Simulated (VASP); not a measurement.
# In5GaP6 (P-3m1) in VASP: relaxation of cell and atoms with PBE

Aim: the relaxation of cell and atoms of In5GaP6 with PBE.

Everything below comes from runs of VASP 6.6.1. Logs are shortened: lines on timing, memory, paths and dates and some standing lists are left out, and cuts for length are marked.

### 1 The cell of the first run

The structure is trigonal, space group P-3m1 (No. 164). Conventional cell: a = 3.852 Å, b = 3.852 Å, c = 19.195 Å, α = 90.00°, β = 90.00°, γ = 120.00°. In (site symmetry 3m) has 6 P at 2.76 to 2.78 Å within 3.6 Å. Within 3.6 Å of In (site symmetry 3m) lie 6 P at 2.76 Å. Within 3.6 Å of In (site symmetry -3m) lie 6 P at 2.76 Å. Ga (site symmetry -3m) has 6 P at 2.63 Å within 3.5 Å. Within 3.6 Å of P (site symmetry 3m) lie 3 Ga at 2.63 Å and 3 In at 2.78 Å and 3 P at 3.57 Å. Within 3.6 Å of P (site symmetry 3m) lie 6 In at 2.76 Å. P (site symmetry 3m) has 6 In at 2.76 Å within 3.6 Å.

### 2 Relaxation of cell and atoms, PBE

File INCAR:

```
SYSTEM = In5GaP6
ALGO     = Normal         ! electronic algorithm
EDIFF    = 1E-7           ! SCF threshold, eV
EDIFFG   = -0.01          ! ionic threshold
ENCUT    = 500            ! plane-wave cutoff, eV
GGA      = PE             ! functional
GGA_COMPAT= .FALSE.      
IBRION   = 2              ! ionic algorithm
ISIF     = 3              ! what is computed and relaxed
ISMEAR   = 0              ! smearing method
LASPH    = .TRUE.         ! aspherical terms in the spheres
LCHARG   = .FALSE.        ! write CHGCAR
LREAL    = .FALSE.        ! projectors in reciprocal space
LWAVE    = .FALSE.        ! write WAVECAR
NELM     = 120            ! most SCF steps
NELMIN   = 4            
NSW      = 100            ! ionic steps
PREC     = Accurate       ! precision mode
SIGMA    = 0.1            ! smearing width, eV
```

File KPOINTS:

```
k-points
0
G
  12 12 2
  0 0 0
```

File POSCAR:

```
In5GaP6
1.0
    3.8520811544      0.0000000000      0.0000000000
   -1.9260405772      3.3360001371      0.0000000000
    0.0000000000      0.0000000000     19.1945657411
In Ga P
5 1 6
Direct
    0.6666666667      0.3333333333      0.6596177696
    0.3333333333      0.6666666667      0.3403822304
    0.6666666667      0.3333333333      0.1700958018
    0.0000000000      0.0000000000      0.0000000000
    0.3333333333      0.6666666667      0.8299041982
    0.0000000000      0.0000000000      0.5000000000
    0.3333333333      0.6666666667      0.5727505182
    0.6666666667      0.3333333333      0.4272494818
    0.0000000000      0.0000000000      0.2550751135
    0.3333333333      0.6666666667      0.0850476246
    0.6666666667      0.3333333333      0.9149523754
    0.0000000000      0.0000000000      0.7449248865
```

Potentials or basis: VASP PAW PBE potentials, release 64 (In_d, Ga_d, P).

Command:

```sh
cat potpaw_PBE.64/In_d/POTCAR potpaw_PBE.64/Ga_d/POTCAR potpaw_PBE.64/P/POTCAR > POTCAR
mpirun -np 1 vasp_std > vasp.out
```

OUTCAR:

```text
SYSTEM = In5GaP6
   EDIFF = 1E-7
   EDIFFG = -0.01
   ENCUT = 500
   GGA = PE
   IBRION = 2
   ISIF = 3
   ISMEAR = 0
   LASPH = .TRUE.
   LREAL = .FALSE.
   NELM = 120
   NELMIN = 4
   NSW = 100
   PREC = Accurate

 ion  position               nearest neighbor table
   1  0.667  0.333  0.660-  12 2.76  12 2.76  12 2.76   7 2.78   7 2.78   7 2.78   5 3.95   5 3.95
                             5 3.95
   2  0.333  0.667  0.340-   9 2.76   9 2.76   9 2.76   8 2.78   8 2.78   8 2.78   3 3.95   3 3.95
                             3 3.95
   3  0.667  0.333  0.170-   9 2.76   9 2.76   9 2.76  10 2.76  10 2.76  10 2.76   4 3.95   4 3.95
                             4 3.95   2 3.95   2 3.95   2 3.95
   4  0.000  0.000  0.000-  10 2.76  11 2.76  10 2.76  11 2.76  11 2.76  10 2.76   3 3.95   5 3.95
                             5 3.95   3 3.95   5 3.95   3 3.95
   5  0.333  0.667  0.830-  12 2.76  12 2.76  12 2.76  11 2.76  11 2.76  11 2.76   4 3.95   4 3.95
                             4 3.95   1 3.95   1 3.95   1 3.95
   6  0.000  0.000  0.500-   7 2.63   8 2.63   7 2.63   8 2.63   8 2.63   7 2.63
   7  0.333  0.667  0.573-   6 2.63   6 2.63   6 2.63   1 2.78   1 2.78   1 2.78
   8  0.667  0.333  0.427-   6 2.63   6 2.63   6 2.63   2 2.78   2 2.78   2 2.78
   9  0.000  0.000  0.255-   3 2.76   3 2.76   3 2.76   2 2.76   2 2.76   2 2.76
  10  0.333  0.667  0.085-   4 2.76   4 2.76   4 2.76   3 2.76   3 2.76   3 2.76
  11  0.667  0.333  0.915-   4 2.76   4 2.76   4 2.76   5 2.76   5 2.76   5 2.76
  12  0.000  0.000  0.745-   5 2.76   5 2.76   5 2.76   1 2.76   1 2.76   1 2.76

  LATTYP: Found a hexagonal cell.
 ALAT       =     3.8520811544
 C/A-ratio  =     4.9829079326

  Lattice vectors:

 A1 = (   3.8520811544,   0.0000000000,   0.0000000000)
 A2 = (  -1.9260405772,   3.3360001371,   0.0000000000)
 A3 = (   0.0000000000,   0.0000000000,  19.1945657411)

Analysis of symmetry for initial positions (statically):
=====================================================================
 Subroutine PRICEL returns:
 Original cell was already a primitive cell.

 Routine SETGRP: Setting up the symmetry group for a
 hexagonal supercell.

 Subroutine GETGRP returns: Found 12 space group operations
 (whereof 12 operations were pure point group operations)
 out of a pool of 24 trial point group operations.

The static configuration has the point symmetry D_3d.

Analysis of symmetry for dynamics (positions and initial velocities):
=====================================================================
 Subroutine PRICEL returns:
 Original cell was already a primitive cell.

 Routine SETGRP: Setting up the symmetry group for a
 hexagonal supercell.

 Subroutine GETGRP returns: Found 12 space group operations
 (whereof 12 operations were pure point group operations)
 out of a pool of 24 trial point group operations.

The dynamic configuration has the point symmetry D_3d.

 Subroutine INISYM returns: Found 12 space group operations
 (whereof 12 operations are pure point group operations),
 and found     1 'primitive' translations

----------------------------------------------------------------------------------------

                                     Primitive cell

  volume of cell :     246.6606

  direct lattice vectors                    reciprocal lattice vectors
     3.852081154  0.000000000  0.000000000     0.259599931  0.149880090  0.000000000
    -1.926040577  3.336000137  0.000000000     0.000000000  0.299760180  0.000000000
     0.000000000  0.000000000 19.194565741     0.000000000  0.000000000  0.052098079

  length of vectors
     3.852081154  3.852081154 19.194565741     0.299760180  0.299760180  0.052098079

  position of ions in fractional coordinates (direct lattice)
     0.666666667  0.333333333  0.659617770
     0.333333333  0.666666667  0.340382230
     0.666666667  0.333333333  0.170095802
     0.000000000  0.000000000  0.000000000
     0.333333333  0.666666667  0.829904198
     0.000000000  0.000000000  0.500000000
     0.333333333  0.666666667  0.572750518
     0.666666667  0.333333333  0.427249482
     0.000000000  0.000000000  0.255075113
     0.333333333  0.666666667  0.085047625
     0.666666667  0.333333333  0.914952375
     0.000000000  0.000000000  0.744924887

  ion indices of the primitive-cell ions
   primitive index   ion index
                 1           1
                 2           2
                 3           3
                 4           4
                 5           5
                 6           6
                 7           7
                 8           8
                 9           9
                10          10
                11          11
                12          12

----------------------------------------------------------------------------------------

 KPOINTS: k-points

Automatic generation of k-mesh.
 Grid dimensions read from file:
 generate k-points for:   12   12    2

 Generating k-lattice:

  Cartesian coordinates                     Fractional coordinates (reciprocal lattice)
     0.021633328  0.012490007  0.000000000     0.083333333  0.000000000  0.000000000
     0.000000000  0.024980015  0.000000000     0.000000000  0.083333333  0.000000000
     0.000000000  0.000000000  0.026049039     0.000000000  0.000000000  0.500000000

  Length of vectors
     0.024980015  0.024980015  0.026049039

  Shift w.r.t. Gamma in fractional coordinates (k-lattice)
     0.000000000  0.000000000  0.000000000

 Subroutine IBZKPT returns following result:
 ===========================================

 Found     38 irreducible k-points:

 Following reciprocal coordinates:
            Coordinates               Weight
  0.000000  0.000000  0.000000      1.000000
  0.083333 -0.000000  0.000000      6.000000
  0.166667 -0.000000  0.000000      6.000000
  0.250000  0.000000  0.000000      6.000000
  0.333333 -0.000000  0.000000      6.000000
  0.416667  0.000000  0.000000      6.000000
[... 16 lines left out ...]
  0.250000  0.000000  0.500000      6.000000
  0.333333 -0.000000  0.500000      6.000000
 [... further k-points ...]
   k-points           NKPTS =     38   k-points in BZ     NKDIM =     38   number of bands    NBANDS=     64
   number of dos      NEDOS =    301   number of ions     NIONS =     12
   total plane-waves  NPLWV = 109760
   dimension x,y,z NGX =    28 NGY =   28 NGZ =  140
   dimension x,y,z NGXF=    56 NGYF=   56 NGZF=  280
   ions per type =               5   1   6
   NGX,Y,Z   is equivalent  to a cutoff of  12.08, 12.08, 12.13 a.u.
   NGXF,Y,Z  is equivalent  to a cutoff of  24.17, 24.17, 24.25 a.u.
 SYSTEM =  In5GaP6
   PREC   = accura    normal or accurate (medium, high low for compatibility)
   ISTART =      0    job   : 0-new  1-cont  2-samecut
   ICHARG =      2    charge: 1-file 2-atom 10-const
   ISPIN  =      1    spin polarized calculation?
   LNONCOLLINEAR =      F non collinear calculations
   LSORBIT =      F    spin-orbit coupling
   LASPH  =      T    aspherical Exc in radial PAW
   ENCUT  =  500.0 eV  36.75 Ry    6.06 a.u.   7.02  7.02 35.00*2*pi/ulx,y,z
   NELM   =    120;   NELMIN=  4; NELMDL= -5     # of ELM steps
   EDIFF  = 0.1E-06   stopping-criterion for ELM
   LREAL  =      F    real-space projection
   EDIFFG = -.1E-01   stopping-criterion for IOM
   NSW    =    100    number of steps for IOM
   IBRION =      2    ionic relax: 0-MD 1-quasi-New 2-CG
   NFREE  =      1    steps in history (QN), initial steepest desc. (CG)
   ISIF   =      3    stress and relaxation
   ISYM   =      2    0-nonsym 1-usesym 2-fastsym
   POTIM  = 0.5000    time-step for ionic-motion
   TEBEG  =    0.0;   TEEND  =   0.0 temperature during run
   PSTRESS=    0.0 pullay stress
   NELECT =     108.0000    total number of electrons
   NUPDOWN=      -1.0000    fix difference up-down
   EMIN   =  10.00;   EMAX   =-10.00  energy-range for DOS
   EFERMI =   0.00;   METHOD = LEGACY
   ISMEAR =     0;   SIGMA  =   0.10  broadening in eV -4-tet -1-fermi 0-gaus
   EFERMI_NEDOS =   21; number of points for ismear=-14 and -15
   IALGO  =     38    algorithm
   IMIX   =      4    mixing-type and parameters
     AMIX     =   0.40;   BMIX     =  1.00
     AMIX_MAG =   1.60;   BMIX_MAG =  1.00
  volume/ion in A,a.u.               =      20.56       138.71
  Fermi-wavevector in a.u.,A,eV,Ry     =   1.243129  2.349173 21.026027  1.545369
  Thomas-Fermi vector in A             =   2.377453
   LORBIT       =      0    0 simple, 1 ext, 2 COOP (PROOUT), +10 PAW based schemes
   GGA     = PE    functional components
   LHFCALC =     F    Hartree Fock is set to
   AEXX    =    0.0000 exact exchange contribution
   IVDW    =     0    specifies the selected vdW correction
   LEPSILON=     F    determine dielectric tensor
   LRPA    =     F    only Hartree local field effects (RPA)
 conjugate gradient relaxation of ions
 non-spin polarized calculation
 Gauss-broadening in eV      SIGMA  =   0.10
  energy-cutoff  :      500.00
  volume of cell :      246.66
 maximum number of plane-waves:      6296
 NGX is ok and might be reduce to    28
   NGX = 13   NGY = 13   NGZ = 69

--------------------------------------- Ionic step        1  -------------------------------------------

 number of electron     108.0000017 magnetization

 Free energy of the ion-electron system (eV)
  ---------------------------------------------------
  ext. energy  EPLUGINS =         0.00000000
  ---------------------------------------------------
  free energy    TOTEN  =       -47.77196836 eV

  energy without entropy =      -47.73559871  energy(sigma->0) =      -47.75378353

------------------------ aborting loop because EDIFF is reached ----------------------------------------

  FORCE on cell =-STRESS in cart. coord.  units (eV):
  Direction    XX          YY          ZZ          XY          YZ          ZX
  --------------------------------------------------------------------------------------
  -------------------------------------------------------------------------------------
  Total        0.5921441      0.5921441     -1.3095094      0.0000000      0.0000000      0.0000000
  in kB        3.8462560      3.8462560     -8.5058831      0.0000000      0.0000000      0.0000000
  external PRESSURE =      -0.2711237 kB  Pullay stress =       0.0000000 kB
[... 353 lines left out ...]
  energy  without entropy=      -47.7540847078  energy(sigma->0) =      -47.77068499

--------------------------------------- Ionic step        9  -------------------------------------------

 number of electron     108.0000027 magnetization

 Free energy of the ion-electron system (eV)
  ---------------------------------------------------
  ext. energy  EPLUGINS =         0.00000000
  ---------------------------------------------------
  free energy    TOTEN  =       -47.78737387 eV

  energy without entropy =      -47.75421451  energy(sigma->0) =      -47.77079419

 E-fermi :   6.9580     XC(G=0): -10.4809

 val. band max:        6.9574752069   @ k =   0.3333   0.0833   0.5000
 cond. band min:       6.9656275071   @ k =   0.4167   0.0833   0.0000
 fundamental gap:      0.0081523003
 Fermi energy:         6.9580344765

 k-point     1 :       0.0000    0.0000    0.0000
  band No.  band energies     occupation
      1      -7.6240      2.00000
      2      -7.6240      2.00000
      3      -7.6005      2.00000
      4      -7.5699      2.00000
      5      -7.5699      2.00000
      6      -7.3377      2.00000
[... 1597 lines left out ...]
     63      10.9760      0.00000
     64      11.2385      0.00000

 [... further k-points ...]
[... 5 lines left out ...]
  --------------------------------------------------------------------------------------
  -------------------------------------------------------------------------------------
  Total        0.0028473      0.0028473      0.0077205      0.0000000      0.0000000      0.0000000
  in kB        0.0185006      0.0185006      0.0501639      0.0000000      0.0000000      0.0000000
  external PRESSURE =       0.0290550 kB  Pullay stress =       0.0000000 kB
[... 27 lines left out ...]
  FREE ENERGIE OF THE ION-ELECTRON SYSTEM (eV)
  ---------------------------------------------------
  free  energy   TOTEN  =       -47.7873738746 eV

  energy  without entropy=      -47.7542145077  energy(sigma->0) =      -47.77079419

 reached required accuracy - stopping structural energy minimisation
```

It took 49 min on 1 thread of Intel Xeon 6975P-C (Granite Rapids), shared host; peak memory 0.65 GiB.

What came out:

* Free energy: -47.7874 eV
* Relaxed volume: 20.55 Å³/atom
* Relaxed cell: a = 3.880 Å, b = 3.880 Å, c = 18.912 Å, α = 90.00°, β = 90.00°, γ = 120.00°
* Space group after relaxing (to 0.1 Å): P-3m1 (No. 164)
* Energy gained by relaxing: 1.3 meV/atom
* Ionic steps: 9
* Pressure after relaxing: 0.0 GPa
* Band gap on the k mesh: zero (bands 54 and 55 overlap by 0.98 eV)

Forces on the atoms (eV/Å):
```
In   0.000  0.000 -0.003
In   0.000  0.000  0.003
In   0.000  0.000  0.001
In   0.000  0.000  0.000
In   0.000  0.000 -0.001
Ga   0.000  0.000  0.000
P    0.000  0.000 -0.003
P    0.000  0.000  0.003
P    0.000  0.000  0.003
P    0.000  0.000 -0.001
P    0.000  0.000  0.001
P    0.000  0.000 -0.003
```

Step by step:
```tsv
step	energy change (eV)	largest force (eV/Å)	pressure (GPa)	volume (Å³)
1	0.0000	0.0597	-0.03	246.66
2	-0.0085	0.0459	0.00	246.53
3	-0.0149	0.0265	0.10	246.26
4	-0.0149	0.0268	0.11	246.25
5	-0.0151	0.0177	-0.10	246.95
6	-0.0151	0.0207	-0.04	246.71
7	-0.0151	0.0203	-0.04	246.75
8	-0.0153	0.0116	-0.02	246.67
9	-0.0154	0.0027	0.00	246.58
```

Final structure:
```cif
data_structure
_symmetry_space_group_name_H-M 'P 1'
_symmetry_Int_Tables_number 1
_cell_length_a 3.8802
_cell_length_b 3.8802
_cell_length_c 18.9117
_cell_angle_alpha 90.000
_cell_angle_beta 90.000
_cell_angle_gamma 120.000
_cell_volume 246.58
loop_
_atom_site_label
_atom_site_type_symbol
_atom_site_fract_x
_atom_site_fract_y
_atom_site_fract_z
_atom_site_occupancy
In1 In 0.66667 0.33333 0.66023 1
In2 In 0.33333 0.66667 0.33977 1
In3 In 0.66667 0.33333 0.16979 1
In4 In 0.00000 0.00000 0.00000 1
In5 In 0.33333 0.66667 0.83021 1
Ga1 Ga 0.00000 0.00000 0.50000 1
P1 P 0.33333 0.66667 0.57221 1
P2 P 0.66667 0.33333 0.42779 1
P3 P 0.00000 0.00000 0.25545 1
P4 P 0.33333 0.66667 0.08528 1
P5 P 0.66667 0.33333 0.91472 1
P6 P 0.00000 0.00000 0.74455 1
```

Caveat: spin-orbit coupling is left out, which moves the levels of the heavy elements.
